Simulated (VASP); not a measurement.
# MnO (Cm) in VASP: further runs, part 3 of 3

VASP 6.6.1. The steps go on from the part before.

### Step 4. Single point, PBEsol, collinear spin, ferromagnetic start

This run uses another cell than the first one, of 13.76 Å³/atom.

Contents of INCAR:

```
PREC = Accurate
ENCUT = 520
EDIFF = 1E-6
ISMEAR = -1
SIGMA = 0.05
LREAL = F
LASPH = T
NELM = 150
ALGO = Normal
ISIF = 2
LWAVE = F
LCHARG = T
ISPIN = 2
MAGMOM = 4 0
LORBIT = 11
LMAXMIX = 4
GGA = PS
LELF = T
LVHAR = T
NBANDS = 20
```

Contents of KPOINTS:

```
regular mesh
0
Gamma
  9 9 9
```

Contents of POSCAR:

```
MnO
1.0
    2.9311359788     -1.6937760844      0.0000000000
    2.9311359788      1.6937760844      0.0000000000
   -1.9578061576      0.0000000000      2.7723274387
Mn O
1 1
Direct
    0.5001990000      0.5001990000      0.5006650000
    0.7498025000      0.7498025000      0.2493360000
```

Potentials or basis: VASP PAW PBE potentials, release 64 (Mn_pv, O).

Started as:

```sh
> cat potpaw_PBE.64/Mn_pv/POTCAR potpaw_PBE.64/O/POTCAR > POTCAR
> mpirun -np 1 vasp_std > vasp.out
```

OUTCAR:

```text
PREC = Accurate
   ENCUT = 520
   EDIFF = 1E-6
   ISMEAR = -1
   LREAL = F
   LASPH = T
   NELM = 150
   ISIF = 2
   ISPIN = 2
   LORBIT = 11
   GGA = PS

 ion  position               nearest neighbor table
   1  0.500  0.500  0.501-   2 2.08   2 2.08   2 2.08   2 2.08
   2  0.750  0.750  0.249-   1 2.08   1 2.08   1 2.08   1 2.08

  LATTYP: Found a base centered monoclinic cell.
 ALAT       =     5.8622719576
 B/A-ratio  =     0.5778565364
 C/A-ratio  =     0.5789455757
 COS(beta)  =    -0.5768541066

  Lattice vectors:

 A1 = (   2.9311359788,  -1.6937760844,   0.0000000000)
 A2 = (   2.9311359788,   1.6937760844,   0.0000000000)
 A3 = (  -1.9578061576,   0.0000000000,   2.7723274387)

Analysis of symmetry for initial positions (statically):
=====================================================================
 Subroutine PRICEL returns:
 Original cell was already a primitive cell.

[... 750 lines left out ...]
      1     -40.4338      1.00000
      2     -40.4336      1.00000
      3     -40.4324      1.00000
      4     -13.8680      1.00000
      5       0.5342      1.00000
      6       0.5488      1.00000
[... 541 lines left out ...]
     19      27.1797      0.00000
     20      30.7570      0.00000

 [... further k-points ...]

------------------------ aborting loop because EDIFF is reached ----------------------------------------

  FORCE on cell =-STRESS in cart. coord.  units (eV):
  Direction    XX          YY          ZZ          XY          YZ          ZX
  --------------------------------------------------------------------------------------
  -------------------------------------------------------------------------------------
  Total       -0.6817383     -0.6822333     -0.7158965      0.0000000      0.0000000      0.0038935
  in kB      -39.6790999    -39.7079082    -41.6672034      0.0000000      0.0000000      0.2266107
  external PRESSURE =     -40.3514038 kB  Pullay stress =       0.0000000 kB

 VOLUME and BASIS-vectors are now :
 -----------------------------------------------------------------------------
  energy-cutoff  :      520.00
  volume of cell :       27.53
      direct lattice vectors                 reciprocal lattice vectors
     2.931135979 -1.693776084  0.000000000     0.170582328 -0.295198406  0.120464534
     2.931135979  1.693776084  0.000000000     0.170582328  0.295198406  0.120464534
    -1.957806158  0.000000000  2.772327439     0.000000000  0.000000000  0.360707753

 POSITION                                       TOTAL-FORCE (eV/Angst)
 -----------------------------------------------------------------------------------
      1.95210      0.00000      1.38801         0.001369      0.000000      0.001490
      3.90739      0.00000      0.69124        -0.001369      0.000000     -0.001490
 -----------------------------------------------------------------------------------
    total drift:                                0.000016      0.000000     -0.000191

  FREE ENERGIE OF THE ION-ELECTRON SYSTEM (eV)
  ---------------------------------------------------
  free  energy   TOTEN  =       -17.1220746492 eV

  energy  without entropy=      -17.1190461845  energy(sigma->0) =      -17.12056042

 total charge

# of ion       s       p       d       tot
------------------------------------------
    1        0.236   6.217   4.931  11.383
    2        1.550   3.422   0.000   4.972
--------------------------------------------------
tot          1.785   9.639   4.931  16.355

 magnetization (x)

# of ion       s       p       d       tot
------------------------------------------
    1        0.036   0.059   4.314   4.409
    2        0.019   0.168   0.000   0.187
--------------------------------------------------
tot          0.055   0.227   4.314   4.596
```

It took 5.1 min on 1 thread of Intel Xeon 8259CL, shared host; peak memory 0.3 GiB.

Results:

- Free energy: -17.1221 eV
- Pressure: -4.0 GPa
- Band gap on the k mesh: zero (filled and empty bands overlap)
- Net moment: 4.99 μB per cell
- Site moments: Mn +4.41; O +0.19 μB
- Valence electrons inside the program's atomic spheres: Mn 11.38; O 4.97

Forces in eV/Å, atoms in the order of the input:
```
Mn   0.001  0.000  0.001
O   -0.001  0.000 -0.001
```

Caveat: the cell stands under tension; the PAW data sets were made with another functional, which shifts forces and pressure a little; a cell with one magnetic atom can't hold antiferromagnetic order, which such compounds often take; semilocal functionals often make such compounds metallic where correlation or magnetic order opens a gap, which also shifts bond lengths. With open d or f shells a metallic result of PBEsol can be an artefact of self-interaction; +U or a hybrid may open a gap.

### Step 5. Single point, LDA, collinear spin, ferromagnetic start

This run uses another cell than the first one, of 14.05 Å³/atom.

Contents of INCAR:

```
  PREC = Accurate
  ENCUT = 520
  EDIFF = 1E-6
  ISMEAR = -1
  SIGMA = 0.05
  LREAL = False
  LASPH = True
  NELM = 150
  ALGO = Normal
  ISIF = 2
  LWAVE = False
  LCHARG = True
  ISPIN = 2
  MAGMOM = 4 0
  LORBIT = 11
  LMAXMIX = 4
  GGA = CA
  LELF = True
  LVHAR = True
  NBANDS = 20
```

Contents of KPOINTS:

```
Automatic mesh
0
Gamma
  9 9 9
```

Contents of POSCAR:

```
MnO
1.0
    2.9513513485     -1.7054576679      0.0000000000
    2.9513513485      1.7054576679      0.0000000000
   -1.9713086957      0.0000000000      2.7914475425
Mn O
1 1
Direct
    0.5001990000      0.5001990000      0.5006650000
    0.7498025000      0.7498025000      0.2493360000
```

Potentials or basis: VASP PAW LDA potentials, release 64 (Mn_pv, O).

Started as:

```sh
> cat potpaw_LDA.64/Mn_pv/POTCAR potpaw_LDA.64/O/POTCAR > POTCAR
> mpirun -np 1 vasp_std > vasp.out
```

It took 5 min on 1 thread of Intel Xeon 8259CL, shared host; peak memory 0.28 GiB.

It converged, with:

* Free energy: -17.3611 eV
* Pressure: -12.2 GPa
* Largest force: 0.003 eV/Å
* Net moment: 4.88 μB per cell
* Site moments: Mn +4.31; O +0.19 μB
* Valence electrons inside the program's atomic spheres: Mn 11.38; O 4.94

Forces on the atoms (eV/Å):
```
Mn   0.001  0.000 -0.003
O   -0.001  0.000  0.003
```

Stress tensor (GPa, compression positive):
```
-12.14   0.00   0.03
  0.00 -12.16   0.00
  0.03   0.00 -12.38
```

Levels at points of the mesh, in eV from the Fermi level:
Spin up:
| k point | band 9 | band 10 | band 11 | band 12 | band 13 | band 14 | band 15 | band 16 |
| --- | --- | --- | --- | --- | --- | --- | --- | --- |
| (0.00, 0.00, 0.00) | -2.48 | -1.23 | 0.19 | 0.19 | 0.20 | 11.83 | 11.90 | 11.90 |
Spin down:
| k point | band 4 | band 5 | band 6 | band 7 | band 8 | band 9 | band 10 | band 11 |
| --- | --- | --- | --- | --- | --- | --- | --- | --- |
| (0.00, 0.00, 0.00) | -18.67 | -4.54 | -4.53 | -4.53 | -0.21 | 1.28 | 1.28 | 3.17 |

Caveat: the cell stands under tension; a cell with one magnetic atom can't hold antiferromagnetic order, which such compounds often take; semilocal functionals often make such compounds metallic where correlation or magnetic order opens a gap, which also shifts bond lengths. With open d or f shells a metallic result of LDA can be an artefact of self-interaction; +U or a hybrid may open a gap.

### Step 6. Single point, PBEsol, collinear spin, ferromagnetic start

This run uses another cell than the first one, of 14.05 Å³/atom.

Contents of INCAR:

```
SYSTEM = MnO
PREC = Accurate
ENCUT = 520
EDIFF = 1E-6
ISMEAR = -1
SIGMA = 0.05
LREAL = .False.
LASPH = .True.
NELM = 150
ALGO = Normal
ISIF = 2
LWAVE = .False.
LCHARG = .False.
ISPIN = 2
MAGMOM = 4 0
LORBIT = 11
LMAXMIX = 4
GGA = PS
NBANDS = 20
```

Contents of KPOINTS:

```
Automatic mesh
0
Gamma
  9 9 9
  0 0 0
```

POSCAR is that of step 5.

Potentials or basis: VASP PAW PBE potentials, release 64 (Mn_pv, O).

Started as:

```sh
> cat potpaw_PBE.64/Mn_pv/POTCAR potpaw_PBE.64/O/POTCAR > POTCAR
> mpirun -np 1 vasp_std > vasp.out
```

Wall time 4.8 min (1 thread of Intel Xeon 8259CL, shared host); peak memory 0.3 GiB.

It converged, with:

```yaml
Free_energy: -17.1044 eV
Pressure: -6.2 GPa
Band_gap_on_the_k_mesh: zero (filled and empty bands overlap)
Net_moment: 5.00 μB per cell
Site_moments: Mn +4.42; O +0.18 μB
Valence_electrons_inside_the_program's_atomic_spheres: Mn 11.36; O 4.96
```

Stress tensor (GPa, compression positive):
```
-6.09  0.00  0.02
 0.00 -6.10  0.00
 0.02  0.00 -6.29
```

Levels at points of the mesh, in eV from the Fermi level:
Spin up:
| k point | band 9 | band 10 | band 11 | band 12 | band 13 | band 14 | band 15 | band 16 |
| --- | --- | --- | --- | --- | --- | --- | --- | --- |
| (0.00, 0.00, 0.00) | -2.75 | -1.53 | 0.01 | 0.01 | 0.02 | 11.69 | 11.76 | 11.76 |
Spin down:
| k point | band 4 | band 5 | band 6 | band 7 | band 8 | band 9 | band 10 | band 11 |
| --- | --- | --- | --- | --- | --- | --- | --- | --- |
| (0.00, 0.00, 0.00) | -18.93 | -4.55 | -4.53 | -4.53 | -0.10 | 1.53 | 1.54 | 3.36 |

Caveat: the cell stands under tension; the PAW data sets were made with another functional, which shifts forces and pressure a little; a cell with one magnetic atom can't hold antiferromagnetic order, which such compounds often take; semilocal functionals often make such compounds metallic where correlation or magnetic order opens a gap, which also shifts bond lengths. With open d or f shells a metallic result of PBEsol can be an artefact of self-interaction; +U or a hybrid may open a gap.

### Step 7. Summary

```csv
level,potentials or basis,cell,cutoff (eV),gap on the mesh (eV),pressure (GPa),moment (μB)
LDA,"VASP PAW LDA potentials, release 64 (Mn_sv, O)","a = 3.477, b = 3.477, c = 3.486 Å, angles 120.0, 120.0, 60.0°, 2 atoms",700,none,-16.1,4.99
LDA,"VASP PAW LDA potentials, release 64 (Mn_sv, O)","a = 3.454, b = 3.454, c = 3.463 Å, angles 120.0, 120.0, 60.0°, 2 atoms",700,none,-15.0,4.97
PBEsol,"VASP PAW PBE potentials, release 64 (Mn_pv, O)","a = 3.385, b = 3.385, c = 3.394 Å, angles 120.0, 120.0, 60.0°, 2 atoms",520,none,-4.0,4.99
LDA,"VASP PAW LDA potentials, release 64 (Mn_pv, O)","a = 3.409, b = 3.409, c = 3.417 Å, angles 120.0, 120.0, 60.0°, 2 atoms",520,none,-12.2,4.88
PBEsol,"VASP PAW PBE potentials, release 64 (Mn_pv, O)","a = 3.409, b = 3.409, c = 3.417 Å, angles 120.0, 120.0, 60.0°, 2 atoms",520,none,-6.2,5.00
```

Alike in all rows: task single point; spin collinear, ferromagnetic start; k mesh 9 × 9 × 9; smearing fermi-dirac 0.05 eV.

Caveats: the cell stands under tension; a cell with one magnetic atom can't hold antiferromagnetic order, which such compounds often take; semilocal functionals often make such compounds metallic where correlation or magnetic order opens a gap, which also shifts bond lengths; the PAW data sets were made with another functional, which shifts forces and pressure a little (at least some runs).

Absolute energies hang on the potentials; compare differences alone.
